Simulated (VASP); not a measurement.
A run of VASP 6.6.1 is set up as follows.

Contents of INCAR:

```
ALGO = Fast ; EDIFF = 1E-6
ENCUT = 520 ; GGA = PE
ISIF = 2 ; ISMEAR = 0
LASPH = T ; LCHARG = F
LREAL = F ; LWAVE = F
NBANDS = 47 ; NELM = 100
PREC = Accurate ; SIGMA = 0.1
```

KPOINTS

```
k-points
0
Gamma
  8 8 6
```

POSCAR

```
Cd2Ge
1.0
    4.4426688969      0.0000000000      0.0000000000
    0.0000000000      4.4426688969      0.0000000000
    0.0000000000      0.0000000000      6.9825738748
Cd Ge
4 2
Direct
    0.0000000000      0.0000000000      0.0000000000
    0.5000000000      0.5000000000      0.0000000000
    0.5000000000      0.0000000000      0.6658607186
    0.0000000000      0.5000000000      0.3341392814
    0.5000000000      0.0000000000      0.2740449724
    0.0000000000      0.5000000000      0.7259550276
```

Potentials or basis: VASP PAW PBE potentials, release 64 (Cd, Ge_d).

The run is started by

```bash
$ cat potpaw_PBE.64/Cd/POTCAR potpaw_PBE.64/Ge_d/POTCAR > POTCAR
$ mpirun -np 1 vasp_std > vasp.out
```

Estimate the band gap on the k mesh.

zero (bands 38 and 39 overlap by 2.85 eV).

Estimate the pressure.

0.2 GPa.

Predict the largest force.

0.009 eV/Å.

Forces on the atoms (eV/Å):
```
Cd   0.000  0.000  0.000
Cd   0.000  0.000  0.000
Cd   0.000  0.000  0.009
Cd   0.000  0.000 -0.009
Ge   0.000  0.000 -0.002
Ge   0.000  0.000  0.002
```
